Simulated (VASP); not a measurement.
Runs of VASP 6.6.1 on La3Tl. The structure is that of space group Pm-3m (No. 221), or close to it. The cells are those of the table. 

```tsv
task	cell	gap on the mesh (eV)	pressure (GPa)
electric field gradients	a = 5.060 Å, angles 90.6°, 4 atoms	none	-3.6
electric field gradients	a = 5.061 Å, angles 88.8°, 4 atoms	none	-3.6
single point	a = 5.060, b = 5.060, c = 5.009 Å, 4 atoms	none	-3.3
electric field gradients	a = 5.159 Å, 4 atoms	none	(a)
single point	a = 5.060, b = 5.060, c = 4.959 Å, 4 atoms	none	-2.9
```

Alike in all rows: level LDA; potentials or basis VASP PAW LDA potentials, release 64 (La, Tl_d); no spin polarisation; k mesh 8 × 8 × 8; cutoff (eV) 520; smearing fermi-dirac 0.08 eV.

Problem. Fill in the values left out.

Solution. (a) -5.3.

Caveats: spin-orbit coupling is left out, which moves the levels of the heavy elements; the cell stands under tension (at least some runs).

A k mesh can miss the band edges, and the runs leave out spin-orbit coupling on La, Tl.

A gap of «none» marks levels without a gap at the run's occupations.
